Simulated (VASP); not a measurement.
# CoO (P6_3mc) in VASP: further runs

CoO is run at these levels: PBE; tasks: single point.

Everything below comes from runs of VASP 6.6.1. Logs are shortened: lines on timing, memory, paths and dates and some standing lists are left out, and cuts for length are marked.

**1. The cell of the first run**

Symmetry: P6_3mc, No. 186, hexagonal system. The conventional cell has a = 3.167 Å, b = 3.167 Å, c = 5.289 Å, α = 90.00°, β = 90.00°, γ = 120.00°. Co (site symmetry 3m) has 4 O at 1.91 to 1.97 Å within 2.5 Å. Within 2.5 Å of O (site symmetry 3m) lie 4 Co at 1.91 to 1.97 Å.

**2. Single point, PBE, collinear spin, antiferromagnetic start**

INCAR reads:

```
PREC     = Accurate       # precision mode
ENCUT    = 520            # plane-wave cutoff, eV
EDIFF    = 1E-6           # SCF threshold, eV
ISMEAR   = 0              # smearing method
SIGMA    = 0.01           # smearing width, eV
LREAL    = F              # projectors in reciprocal space
LASPH    = T              # aspherical terms in the spheres
NELM     = 150            # most SCF steps
ALGO     = Normal         # electronic algorithm
ISIF     = 2              # what is computed and relaxed
LWAVE    = F              # write WAVECAR
LCHARG   = T              # write CHGCAR
ISPIN    = 2              # spin polarisation
MAGMOM   = -2.32 2.32 0.17 -0.17 # initial moments
LORBIT   = 11             # projections on sites
LMAXMIX  = 4              # l up to which the mixer works
GGA      = PE             # functional
LELF     = T              # ELF
LVHAR    = T            
NBANDS   = 27             # bands
```

KPOINTS reads:

```
Automatic mesh
0
Gamma
  12 12 8
```

POSCAR reads:

```
CoO
1.0
    3.1673863641      0.0000000000      0.0000000000
   -1.5836931820      2.7430370549      0.0000000000
    0.0000000000      0.0000000000      5.2885020588
Co O
2 2
Direct
    0.0000000000      0.0000000000      0.0071360793
    0.3333333333      0.6666666667      0.5071361011
    0.0000000000      0.0000000000      0.3678642994
    0.3333333333      0.6666666667      0.8678645202
```

Potentials or basis: VASP PAW PBE potentials, release 64 (Co, O).

Launch:

```sh
$ cat potpaw_PBE.64/Co/POTCAR potpaw_PBE.64/O/POTCAR > POTCAR
$ mpirun -np 1 vasp_std > vasp.out
```

OUTCAR:

```text
PREC = Accurate
   ENCUT = 520
   EDIFF = 1E-6
   ISMEAR = 0
   LREAL = F
   LASPH = T
   NELM = 150
   ISIF = 2
   ISPIN = 2
   LORBIT = 11
   GGA = PE

 ion  position               nearest neighbor table
   1  0.000  0.000  0.007-   3 1.91   4 1.97   4 1.97   4 1.97
   2  0.333  0.667  0.507-   4 1.91   3 1.97   3 1.97   3 1.97
   3  0.000  0.000  0.368-   1 1.91   2 1.97   2 1.97   2 1.97
   4  0.333  0.667  0.868-   2 1.91   1 1.97   1 1.97   1 1.97

  LATTYP: Found a hexagonal cell.
 ALAT       =     3.1673863641
 C/A-ratio  =     1.6696738102

  Lattice vectors:

 A1 = (   3.1673863641,   0.0000000000,   0.0000000000)
 A2 = (  -1.5836931820,   2.7430370549,   0.0000000000)
 A3 = (   0.0000000000,   0.0000000000,   5.2885020588)

Analysis of symmetry for initial positions (statically):
=====================================================================
 Subroutine PRICEL returns:
 Original cell was already a primitive cell.

 Routine SETGRP: Setting up the symmetry group for a
 hexagonal supercell.

 Subroutine GETGRP returns: Found 12 space group operations
 (whereof  6 operations were pure point group operations)
 out of a pool of 24 trial point group operations.

The static configuration has the point symmetry C_3v.
 The point group associated with its full space group is C_6v.

Analysis of symmetry for dynamics (positions and initial velocities):
=====================================================================
 Subroutine PRICEL returns:
 Original cell was already a primitive cell.

 Routine SETGRP: Setting up the symmetry group for a
 hexagonal supercell.

 Subroutine GETGRP returns: Found 12 space group operations
 (whereof  6 operations were pure point group operations)
 out of a pool of 24 trial point group operations.

The dynamic configuration has the point symmetry C_3v.
 The point group associated with its full space group is C_6v.

Analysis of structural, dynamic, and magnetic symmetry:
=====================================================================
 Subroutine PRICEL returns:
 Original cell was already a primitive cell.

 Routine SETGRP: Setting up the symmetry group for a
 hexagonal supercell.

 Subroutine GETGRP returns: Found 12 space group operations
 (whereof  6 operations were pure point group operations)
 out of a pool of 24 trial point group operations.

The overall configuration has the point symmetry C_3v.
 The point group associated with its full space group is C_6v.

 Subroutine INISYM returns: Found 12 space group operations
 (whereof  6 operations are pure point group operations),
 and found     1 'primitive' translations

----------------------------------------------------------------------------------------

                                     Primitive cell

  volume of cell :      45.9479

  direct lattice vectors                    reciprocal lattice vectors
     3.167386364  0.000000000  0.000000000     0.315717720  0.182279710  0.000000000
    -1.583693182  2.743037055  0.000000000     0.000000000  0.364559421  0.000000000
     0.000000000  0.000000000  5.288502059     0.000000000  0.000000000  0.189089460

  length of vectors
     3.167386364  3.167386364  5.288502059     0.364559421  0.364559421  0.189089460

  position of ions in fractional coordinates (direct lattice)
     0.000000000  0.000000000  0.007136079
     0.333333333  0.666666667  0.507136101
     0.000000000  0.000000000  0.367864299
     0.333333333  0.666666667  0.867864520

  ion indices of the primitive-cell ions
   primitive index   ion index
                 1           1
                 2           2
                 3           3
                 4           4

----------------------------------------------------------------------------------------

 KPOINTS: Automatic mesh

Automatic generation of k-mesh.
 Grid dimensions read from file:
 generate k-points for:   12   12    8

 Generating k-lattice:

  Cartesian coordinates                     Fractional coordinates (reciprocal lattice)
     0.026309810  0.015189976  0.000000000     0.083333333 -0.000000000  0.000000000
     0.000000000  0.030379952  0.000000000     0.000000000  0.083333333  0.000000000
     0.000000000  0.000000000  0.023636183     0.000000000  0.000000000  0.125000000

  Length of vectors
     0.030379952  0.030379952  0.023636183

  Shift w.r.t. Gamma in fractional coordinates (k-lattice)
     0.000000000  0.000000000  0.000000000

 Subroutine IBZKPT returns following result:
 ===========================================

 Found     95 irreducible k-points:

 Following reciprocal coordinates:
            Coordinates               Weight
  0.000000  0.000000  0.000000      1.000000
  0.083333 -0.000000  0.000000      6.000000
  0.166667 -0.000000  0.000000      6.000000
  0.250000 -0.000000  0.000000      6.000000
  0.333333 -0.000000  0.000000      6.000000
  0.416667 -0.000000  0.000000      6.000000
[... 16 lines left out ...]
  0.250000 -0.000000  0.125000     12.000000
  0.333333 -0.000000  0.125000     12.000000
 [... further k-points ...]
   k-points           NKPTS =     95   k-points in BZ     NKDIM =     95   number of bands    NBANDS=     27
   number of dos      NEDOS =    301   number of ions     NIONS =      4
   total plane-waves  NPLWV =  23040
   dimension x,y,z NGX =    24 NGY =   24 NGZ =   40
   dimension x,y,z NGXF=    48 NGYF=   48 NGZF=   80
   ions per type =               2   2
   NGX,Y,Z   is equivalent  to a cutoff of  12.60, 12.60, 12.57 a.u.
   NGXF,Y,Z  is equivalent  to a cutoff of  25.19, 25.19, 25.15 a.u.
 SYSTEM =  unknown system
   PREC   = accura    normal or accurate (medium, high low for compatibility)
   ISTART =      0    job   : 0-new  1-cont  2-samecut
   ICHARG =      2    charge: 1-file 2-atom 10-const
   ISPIN  =      2    spin polarized calculation?
   LNONCOLLINEAR =      F non collinear calculations
   LSORBIT =      F    spin-orbit coupling
   LASPH  =      T    aspherical Exc in radial PAW
   ENCUT  =  520.0 eV  38.22 Ry    6.18 a.u.   5.89  5.89  9.83*2*pi/ulx,y,z
   NELM   =    150;   NELMIN=  2; NELMDL= -5     # of ELM steps
   EDIFF  = 0.1E-05   stopping-criterion for ELM
   LREAL  =      F    real-space projection
   EDIFFG = 0.1E-04   stopping-criterion for IOM
   NSW    =      0    number of steps for IOM
   IBRION =     -1    ionic relax: 0-MD 1-quasi-New 2-CG
   NFREE  =      0    steps in history (QN), initial steepest desc. (CG)
   ISIF   =      2    stress and relaxation
   ISYM   =      2    0-nonsym 1-usesym 2-fastsym
   POTIM  = 0.5000    time-step for ionic-motion
   TEBEG  =    0.0;   TEEND  =   0.0 temperature during run
   PSTRESS=    0.0 pullay stress
   NELECT =      30.0000    total number of electrons
   NUPDOWN=      -1.0000    fix difference up-down
   EMIN   =  10.00;   EMAX   =-10.00  energy-range for DOS
   EFERMI =   0.00;   METHOD = LEGACY
   ISMEAR =     0;   SIGMA  =   0.01  broadening in eV -4-tet -1-fermi 0-gaus
   EFERMI_NEDOS =   21; number of points for ismear=-14 and -15
   IALGO  =     38    algorithm
   IMIX   =      4    mixing-type and parameters
     AMIX     =   0.40;   BMIX     =  1.00
     AMIX_MAG =   1.60;   BMIX_MAG =  1.00
  volume/ion in A,a.u.               =      11.49        77.52
  Fermi-wavevector in a.u.,A,eV,Ry     =   1.420235  2.683854 27.443857  2.017067
  Thomas-Fermi vector in A             =   2.541171
   LORBIT       =     11    0 simple, 1 ext, 2 COOP (PROOUT), +10 PAW based schemes
   GGA     = PE    functional components
   LHFCALC =     F    Hartree Fock is set to
   AEXX    =    0.0000 exact exchange contribution
   IVDW    =     0    specifies the selected vdW correction
   LEPSILON=     F    determine dielectric tensor
   LRPA    =     F    only Hartree local field effects (RPA)
 spin polarized calculation
 Gauss-broadening in eV      SIGMA  =   0.01
  energy-cutoff  :      520.00
  volume of cell :       45.95
 maximum number of plane-waves:      1266
 NGX is ok and might be reduce to    24
   NGX = 11   NGY = 11   NGZ = 19

 number of electron      30.0000010 magnetization      -0.0000000

 Free energy of the ion-electron system (eV)
  ---------------------------------------------------
  ext. energy  EPLUGINS =         0.00000000
  ---------------------------------------------------
  free energy    TOTEN  =       -26.78853693 eV

  energy without entropy =      -26.78853693  energy(sigma->0) =      -26.78853693

 E-fermi :   6.2065     XC(G=0): -11.1521

 val. band max:        6.1561639004   @ k =   0.0000   0.0000   0.5000
 cond. band min:       6.2986482714   @ k =   0.5000  -0.0000   0.0000
 fundamental gap:      0.1424843710
 Fermi energy:         6.2064517899

 spin component 1

 k-point     1 :       0.0000    0.0000    0.0000
  band No.  band energies     occupation
      1     -13.7565      1.00000
      2     -13.0681      1.00000
      3      -0.8414      1.00000
      4       0.2233      1.00000
      5       0.3602      1.00000
      6       0.3602      1.00000
[... 19 lines left out ...]
     26      21.4400      0.00000
     27      22.8192      0.00000
[... 667 lines left out ...]
      5       0.4331      1.00000
      6       0.5620      1.00000
[... 19 lines left out ...]
     26      20.6849      0.00000
     27      22.1050      0.00000

 [... further k-points ...]

 spin component 2

 k-point     1 :       0.0000    0.0000    0.0000
  band No.  band energies     occupation
      1     -13.7565      1.00000
      2     -13.0681      1.00000
      3      -0.8414      1.00000
      4       0.2233      1.00000
      5       0.3602      1.00000
      6       0.3602      1.00000
[... 19 lines left out ...]
     26      21.4401      0.00000
     27      22.8192      0.00000
[... 667 lines left out ...]
      5       0.3120      1.00000
      6       0.5644      1.00000
[... 19 lines left out ...]
     26      20.6991      0.00000
     27      22.1083      0.00000

 [... further k-points ...]

------------------------ aborting loop because EDIFF is reached ----------------------------------------

  FORCE on cell =-STRESS in cart. coord.  units (eV):
  Direction    XX          YY          ZZ          XY          YZ          ZX
  --------------------------------------------------------------------------------------
  -------------------------------------------------------------------------------------
  Total       -0.0246577     -0.0246577     -0.0475543     -0.0000000     -0.0000000      0.0000000
  in kB       -0.8597991     -0.8597991     -1.6581939     -0.0000000     -0.0000000      0.0000000
  external PRESSURE =      -1.1259307 kB  Pullay stress =       0.0000000 kB

 VOLUME and BASIS-vectors are now :
 -----------------------------------------------------------------------------
  energy-cutoff  :      520.00
  volume of cell :       45.95
      direct lattice vectors                 reciprocal lattice vectors
     3.167386364  0.000000000  0.000000000     0.315717720  0.182279710  0.000000000
    -1.583693182  2.743037055  0.000000000     0.000000000  0.364559421  0.000000000
     0.000000000  0.000000000  5.288502059     0.000000000  0.000000000  0.189089460

 POSITION                                       TOTAL-FORCE (eV/Angst)
 -----------------------------------------------------------------------------------
      0.00000      0.00000      0.03774         0.000000     -0.000000     -0.004607
     -0.00000      1.82869      2.68199        -0.000000      0.000000     -0.004607
      0.00000      0.00000      1.94545        -0.000000      0.000000      0.004607
     -0.00000      1.82869      4.58970        -0.000000     -0.000000      0.004607
 -----------------------------------------------------------------------------------
    total drift:                                0.000000      0.000000      0.000481

  FREE ENERGIE OF THE ION-ELECTRON SYSTEM (eV)
  ---------------------------------------------------
  free  energy   TOTEN  =       -26.7885369331 eV

  energy  without entropy=      -26.7885369331  energy(sigma->0) =      -26.78853693

 total charge

# of ion       s       p       d       tot
------------------------------------------
    1        0.347   0.435   7.222   8.003
    2        0.347   0.435   7.222   8.003
    3        1.552   3.440   0.000   4.993
    4        1.552   3.440   0.000   4.993
--------------------------------------------------
tot          3.798   7.750  14.443  25.991

 magnetization (x)

# of ion       s       p       d       tot
------------------------------------------
    1       -0.008  -0.042  -2.229  -2.279
    2        0.008   0.042   2.229   2.279
    3        0.011   0.144   0.000   0.155
    4       -0.011  -0.144   0.000  -0.155
--------------------------------------------------
tot          0.000   0.000  -0.000  -0.000
```

Wall time 2.4 min (1 thread of Intel Xeon Platinum 8488C (Sapphire Rapids), shared host); peak memory 0.29 GiB.

Results:

```yaml
Free_energy: -26.7885 eV
Pressure: -0.1 GPa
Largest_force: 0.005 eV/Å
Band_gap_on_the_k_mesh: 0.14 eV (least direct gap 0.23 eV)
Net_moment: 0.00 μB per cell
Site_moments: Co -2.28, +2.28; O +0.15, -0.15 μB
Valence_electrons_inside_the_program's_atomic_spheres: Co 8.00; O 4.99
```

Forces on the atoms (eV/Å):
```
Co   0.000  0.000 -0.005
Co   0.000  0.000 -0.005
O    0.000  0.000  0.005
O    0.000  0.000  0.005
```

Levels at points of the mesh, in eV from the valence-band top:
Spin up:
```tsv
k point	band 12	band 13	band 14	band 15	band 16	band 17	band 18	band 19
(0.00, 0.00, 0.00)	-1.02	-1.02	-0.05	-0.05	0.28	1.76	2.13	2.13
(0.50, 0.00, 0.00)	-1.79	-1.36	-0.27	-0.09	0.14	0.86	1.46	5.89
(0.00, 0.00, 0.50)	-0.99	-0.99	0.00	0.00	0.93	1.99	1.99	2.70
(0.50, 0.00, 0.50)	-1.54	-1.21	-0.41	-0.23	0.30	0.98	1.34	5.51
```
Spin down:
| k point | band 12 | band 13 | band 14 | band 15 | band 16 | band 17 | band 18 | band 19 |
| --- | --- | --- | --- | --- | --- | --- | --- | --- |
| (0.00, 0.00, 0.00) | -1.02 | -1.02 | -0.05 | -0.05 | 0.28 | 1.76 | 2.13 | 2.13 |
| (0.50, 0.00, 0.00) | -1.79 | -1.36 | -0.27 | -0.09 | 0.14 | 0.86 | 1.46 | 5.89 |
| (0.00, 0.00, 0.50) | -0.99 | -0.99 | 0.00 | 0.00 | 0.93 | 1.99 | 1.99 | 2.70 |
| (0.50, 0.00, 0.50) | -1.54 | -1.21 | -0.41 | -0.23 | 0.30 | 0.98 | 1.34 | 5.51 |

Caveat: semilocal functionals underestimate gaps, and a narrow one can read as zero. A k mesh can miss the band edges.

(Continued in part 2 of 2.)
